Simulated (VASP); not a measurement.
**Na2S: single point with PBEsol**

Na2S:

```
CELL_PARAMETERS angstrom
0.00000 3.25062 3.25062
3.25062 0.00000 3.25062
3.25062 3.25062 0.00000
ATOMIC_POSITIONS crystal
Na 0.25000 0.25000 0.25000
Na 0.75000 0.75000 0.75000
S 0.00000 0.00000 0.00000
```

```
Program             : VASP 6.6.1
Task                : single point
Functional          : PBEsol
Potentials or basis : VASP PAW PBE potentials, release 64 (Na_pv, S)
Cutoff              : 500 eV
k mesh              : 6 × 6 × 6
Occupations         : gaussian, width 0.01 eV
Spin                : no spin polarisation
```

The pressure is 0.1 GPa. The band gap on the k mesh is 2.42 eV.

Levels at points of the mesh, in eV from the valence-band top:
```csv
k point,band 8,band 9,band 10,band 11,band 12,band 13
"(0.00, 0.00, 0.00)",0.00,0.00,0.00,2.42,7.72,7.72
"(0.50, 0.00, 0.00)",-1.71,-0.14,-0.14,4.78,6.39,7.10
"(0.50, 0.50, 0.00)",-1.52,-0.47,-0.47,3.71,6.00,8.54
```

Run time: 21 s on 1 thread of Intel(R) Xeon(R) Platinum 8488C (Sapphire Rapids), on a shared host, peak memory 0.19 GiB.

Caveat: the PAW data sets were made with another functional, which shifts forces and pressure a little. Expect the measured gap to be larger: semilocal functionals such as PBEsol lack the derivative discontinuity.
